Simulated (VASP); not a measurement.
# W (Pm-3m) in VASP: further runs

Runs on W. Level: PBE. Tasks: single point, relaxation of cell and atoms.

All numbers are computed with VASP 6.6.1; they aren't measurements. Logs are shortened: lines on timing, memory, paths and dates and some standing lists are left out, and cuts for length are marked.

## (1) The cell of the first run

It takes space group Pm-3m (No. 221, cubic). The conventional cell has a = 2.418 Å, b = 2.418 Å, c = 2.418 Å, α = 90.00°, β = 90.00°, γ = 90.00°. W (site symmetry m-3m) has 6 W at 2.42 Å within 3.2 Å.

## (2) Single point, PBE

File INCAR:

```
SYSTEM = W
PREC = Accurate
ENCUT = 520
EDIFF = 1E-7
ISMEAR = -1
SIGMA = 0.08
LREAL = .FALSE.
LASPH = .TRUE.
NELM = 80
ALGO = Normal
ISIF = 2
LWAVE = .FALSE.
LCHARG = .TRUE.
GGA = PE
LELF = .TRUE.
LVHAR = .TRUE.
NBANDS = 13
```

File KPOINTS:

```
Automatic mesh
0
G
  16 16 16
  0 0 0
```

File POSCAR:

```
W
1.0
    2.4182618158      0.0000000000      0.0000000000
    0.0000000000      2.4182618158      0.0000000000
    0.0000000000      0.0000000000      2.4182618158
W
1
Direct
    0.0000000000      0.0000000000      0.0000000000
```

Potentials or basis: VASP PAW PBE potentials, release 64 (W_sv).

Started as:

```sh
$ cat potpaw_PBE.64/W_sv/POTCAR > POTCAR
$ mpirun -np 1 vasp_std > vasp.out
```

OUTCAR:

```text
SYSTEM = W
   PREC = Accurate
   ENCUT = 520
   EDIFF = 1E-7
   ISMEAR = -1
   LREAL = .FALSE.
   LASPH = .TRUE.
   NELM = 80
   ISIF = 2
   GGA = PE

 ion  position               nearest neighbor table
   1  0.000  0.000  0.000-

  LATTYP: Found a simple cubic cell.
 ALAT       =     2.4182618158

  Lattice vectors:

 A1 = (   2.4182618158,   0.0000000000,   0.0000000000)
 A2 = (   0.0000000000,   2.4182618158,   0.0000000000)
 A3 = (   0.0000000000,   0.0000000000,   2.4182618158)

Analysis of symmetry for initial positions (statically):
=====================================================================
 Subroutine PRICEL returns:
 Original cell was already a primitive cell.

 Routine SETGRP: Setting up the symmetry group for a
 simple cubic supercell.

 Subroutine GETGRP returns: Found 48 space group operations
 (whereof 48 operations were pure point group operations)
 out of a pool of 48 trial point group operations.

The static configuration has the point symmetry O_h .

Analysis of symmetry for dynamics (positions and initial velocities):
=====================================================================
 Subroutine PRICEL returns:
 Original cell was already a primitive cell.

 Routine SETGRP: Setting up the symmetry group for a
 simple cubic supercell.

 Subroutine GETGRP returns: Found 48 space group operations
 (whereof 48 operations were pure point group operations)
 out of a pool of 48 trial point group operations.

The dynamic configuration has the point symmetry O_h .

 Subroutine INISYM returns: Found 48 space group operations
 (whereof 48 operations are pure point group operations),
 and found     1 'primitive' translations

----------------------------------------------------------------------------------------

                                     Primitive cell

  volume of cell :      14.1420

  direct lattice vectors                    reciprocal lattice vectors
     2.418261816  0.000000000  0.000000000     0.413520155  0.000000000  0.000000000
     0.000000000  2.418261816  0.000000000     0.000000000  0.413520155  0.000000000
     0.000000000  0.000000000  2.418261816     0.000000000  0.000000000  0.413520155

  length of vectors
     2.418261816  2.418261816  2.418261816     0.413520155  0.413520155  0.413520155

  position of ions in fractional coordinates (direct lattice)
     0.000000000  0.000000000  0.000000000

  ion indices of the primitive-cell ions
   primitive index   ion index
                 1           1

----------------------------------------------------------------------------------------

 KPOINTS: Automatic mesh

Automatic generation of k-mesh.
 Grid dimensions read from file:
 generate k-points for:   16   16   16

 Generating k-lattice:

  Cartesian coordinates                     Fractional coordinates (reciprocal lattice)
     0.025845010  0.000000000  0.000000000     0.062500000  0.000000000  0.000000000
     0.000000000  0.025845010  0.000000000     0.000000000  0.062500000  0.000000000
     0.000000000  0.000000000  0.025845010     0.000000000  0.000000000  0.062500000

  Length of vectors
     0.025845010  0.025845010  0.025845010

  Shift w.r.t. Gamma in fractional coordinates (k-lattice)
     0.000000000  0.000000000  0.000000000

 Subroutine IBZKPT returns following result:
 ===========================================

 Found    165 irreducible k-points:

 Following reciprocal coordinates:
            Coordinates               Weight
  0.000000  0.000000  0.000000      1.000000
  0.062500  0.000000  0.000000      6.000000
  0.125000  0.000000  0.000000      6.000000
  0.187500  0.000000  0.000000      6.000000
  0.250000  0.000000  0.000000      6.000000
  0.312500  0.000000  0.000000      6.000000
[... 16 lines left out ...]
  0.437500  0.125000  0.000000     24.000000
  0.500000  0.125000  0.000000     12.000000
 [... further k-points ...]
   k-points           NKPTS =    165   k-points in BZ     NKDIM =    165   number of bands    NBANDS=     13
   number of dos      NEDOS =    301   number of ions     NIONS =      1
   total plane-waves  NPLWV =   5832
   dimension x,y,z NGX =    18 NGY =   18 NGZ =   18
   dimension x,y,z NGXF=    36 NGYF=   36 NGZF=   36
   ions per type =               1
   NGX,Y,Z   is equivalent  to a cutoff of  12.37, 12.37, 12.37 a.u.
   NGXF,Y,Z  is equivalent  to a cutoff of  24.75, 24.75, 24.75 a.u.
 SYSTEM =  W
   PREC   = accura    normal or accurate (medium, high low for compatibility)
   ISTART =      0    job   : 0-new  1-cont  2-samecut
   ICHARG =      2    charge: 1-file 2-atom 10-const
   ISPIN  =      1    spin polarized calculation?
   LNONCOLLINEAR =      F non collinear calculations
   LSORBIT =      F    spin-orbit coupling
   LASPH  =      T    aspherical Exc in radial PAW
   ENCUT  =  520.0 eV  38.22 Ry    6.18 a.u.   4.50  4.50  4.50*2*pi/ulx,y,z
   NELM   =     80;   NELMIN=  2; NELMDL= -5     # of ELM steps
   EDIFF  = 0.1E-06   stopping-criterion for ELM
   LREAL  =      F    real-space projection
   EDIFFG = 0.1E-05   stopping-criterion for IOM
   NSW    =      0    number of steps for IOM
   IBRION =     -1    ionic relax: 0-MD 1-quasi-New 2-CG
   NFREE  =      0    steps in history (QN), initial steepest desc. (CG)
   ISIF   =      2    stress and relaxation
   ISYM   =      2    0-nonsym 1-usesym 2-fastsym
   POTIM  = 0.5000    time-step for ionic-motion
   TEBEG  =    0.0;   TEEND  =   0.0 temperature during run
   PSTRESS=    0.0 pullay stress
   NELECT =      14.0000    total number of electrons
   NUPDOWN=      -1.0000    fix difference up-down
   EMIN   =  10.00;   EMAX   =-10.00  energy-range for DOS
   EFERMI =   0.00;   METHOD = LEGACY
   ISMEAR =    -1;   SIGMA  =   0.08  broadening in eV -4-tet -1-fermi 0-gaus
   EFERMI_NEDOS =   21; number of points for ismear=-14 and -15
   IALGO  =     38    algorithm
   IMIX   =      4    mixing-type and parameters
     AMIX     =   0.40;   BMIX     =  1.00
     AMIX_MAG =   1.60;   BMIX_MAG =  1.00
  volume/ion in A,a.u.               =      14.14        95.43
  Fermi-wavevector in a.u.,A,eV,Ry     =   1.631602  3.083280 36.220404  2.662125
  Thomas-Fermi vector in A             =   2.723711
   LORBIT       =      0    0 simple, 1 ext, 2 COOP (PROOUT), +10 PAW based schemes
   GGA     = PE    functional components
   LHFCALC =     F    Hartree Fock is set to
   AEXX    =    0.0000 exact exchange contribution
   IVDW    =     0    specifies the selected vdW correction
   LEPSILON=     F    determine dielectric tensor
   LRPA    =     F    only Hartree local field effects (RPA)
 non-spin polarized calculation
  energy-cutoff  :      520.00
  volume of cell :       14.14
 maximum number of plane-waves:       394
 NGX is ok and might be reduce to    18
   NGX =  9   NGY =  9   NGZ =  9

 number of electron      13.9999995 magnetization

 Free energy of the ion-electron system (eV)
  ---------------------------------------------------
  ext. energy  EPLUGINS =         0.00000000
  ---------------------------------------------------
  free energy    TOTEN  =       -10.46925695 eV

  energy without entropy =      -10.45267026  energy(sigma->0) =      -10.46096360

 E-fermi :  12.9648     XC(G=0): -14.1478

 val. band max:       12.9396051567   @ k =   0.5000   0.5000   0.1250
 cond. band min:      12.9749536358   @ k =   0.3750   0.2500   0.1250
 fundamental gap:      0.0353484790
 Fermi energy:        12.9647688455

 k-point     1 :       0.0000    0.0000    0.0000
  band No.  band energies     occupation
      1     -61.0064      2.00000
      2     -24.0578      2.00000
      3     -24.0578      2.00000
      4     -24.0578      2.00000
      5       3.1979      2.00000
      6       7.1270      2.00000
      7       7.1270      2.00000
      8      19.6819      0.00000
      9      19.6819      0.00000
     10      19.6819      0.00000
     11      30.1853      0.00000
     12      30.1853      0.00000
     13      30.1853      0.00000

 k-point     2 :       0.0625    0.0000    0.0000
  band No.  band energies     occupation
      1     -60.9964      2.00000
      2     -24.1759      2.00000
      3     -24.0481      2.00000
      4     -24.0481      2.00000
      5       3.3695      2.00000
      6       7.1721      2.00000
      7       7.3395      2.00000
      8      19.3350      0.00000
      9      19.3350      0.00000
     10      19.7047      0.00000
     11      29.3689      0.00000
     12      30.5852      0.00000
     13      30.5852      0.00000

 k-point     3 :       0.1250    0.0000    0.0000
  band No.  band energies     occupation
      1     -60.9679      2.00000
      2     -24.5036      2.00000
      3     -24.0202      2.00000
      4     -24.0202      2.00000
      5       3.8313      2.00000
      6       7.3030      2.00000
      7       7.9806      2.00000
      8      18.4657      0.00000
      9      18.4657      0.00000
     10      19.7701      0.00000
     11      27.6779      0.00000
     12      31.5945      0.00000
     13      31.5945      0.00000
[... 305 lines left out ...]
 k-point    23 :       0.4375    0.1250    0.0000
  band No.  band energies     occupation
      1     -60.7122      2.00000
      2     -26.6007      2.00000
      3     -24.2243      2.00000
      4     -23.7706      2.00000
      5       7.6754      2.00000
      6       9.2512      2.00000
      7      10.5616      2.00000
      8      14.3935      0.00000
      9      15.7410      0.00000
     10      19.2672      0.00000
     11      25.3677      0.00000
     12      29.0258      0.00000
     13      33.6601      0.00000

 k-point    24 :       0.5000    0.1250    0.0000
  band No.  band energies     occupation
      1     -60.7019      2.00000
      2     -26.6901      2.00000
      3     -24.2131      2.00000
      4     -23.7605      2.00000
      5       7.8936      2.00000
      6       9.4102      2.00000
      7      10.2719      2.00000
      8      14.2465      0.00000
      9      15.8629      0.00000
     10      19.2982      0.00000
     11      25.8893      0.00000
     12      28.7743      0.00000
     13      34.2517      0.00000

 [... further k-points ...]
[... 5 lines left out ...]
  --------------------------------------------------------------------------------------
  -------------------------------------------------------------------------------------
  Total        8.8425029      8.8425029      8.8425029     -0.0000000     -0.0000000     -0.0000000
  in kB     1001.7880343   1001.7880343   1001.7880343     -0.0000000     -0.0000000     -0.0000000
  external PRESSURE =    1001.7880343 kB  Pullay stress =       0.0000000 kB

 VOLUME and BASIS-vectors are now :
 -----------------------------------------------------------------------------
  energy-cutoff  :      520.00
  volume of cell :       14.14
      direct lattice vectors                 reciprocal lattice vectors
     2.418261816  0.000000000  0.000000000     0.413520155  0.000000000  0.000000000
     0.000000000  2.418261816  0.000000000     0.000000000  0.413520155  0.000000000
     0.000000000  0.000000000  2.418261816     0.000000000  0.000000000  0.413520155

 POSITION                                       TOTAL-FORCE (eV/Angst)
 -----------------------------------------------------------------------------------
      0.00000      0.00000      0.00000         0.000000      0.000000      0.000000
 -----------------------------------------------------------------------------------
    total drift:                                0.000000      0.000000      0.000000

  FREE ENERGIE OF THE ION-ELECTRON SYSTEM (eV)
  ---------------------------------------------------
  free  energy   TOTEN  =       -10.4692569514 eV

  energy  without entropy=      -10.4526702569  energy(sigma->0) =      -10.46096360
```

It took 16 s on 1 thread of Intel Xeon 6975P-C, shared host; peak memory 0.14 GiB.

What came out:

```
Free energy            : -10.4693 eV
Pressure               : 100.2 GPa
Band gap on the k mesh : zero (band 7 reaches 15.50 eV, above the bottom of band 8 at 11.50 eV)
```

Levels at points of the mesh, in eV from the Fermi level:
| k point | band 3 | band 4 | band 5 | band 6 | band 7 | band 8 | band 9 | band 10 | band 11 | band 12 |
| --- | --- | --- | --- | --- | --- | --- | --- | --- | --- | --- |
| (0.00, 0.00, 0.00) | -37.02 | -37.02 | -9.77 | -5.84 | -5.84 | 6.72 | 6.72 | 6.72 | 17.22 | 17.22 |
| (0.50, 0.00, 0.00) | -36.76 | -36.76 | -5.68 | -4.48 | -0.44 | 1.13 | 1.13 | 7.35 | 13.03 | 14.46 |
| (0.50, 0.50, 0.00) | -39.30 | -36.51 | -7.79 | -3.34 | 2.29 | 2.29 | 6.48 | 6.48 | 10.59 | 17.60 |
| (0.50, 0.50, 0.50) | -38.94 | -38.94 | -5.53 | -5.53 | -5.53 | 6.70 | 11.04 | 11.04 | 15.99 | 15.99 |

Caveat: spin-orbit coupling is left out, which moves the levels of the heavy elements.

[end of part 1 of 2]
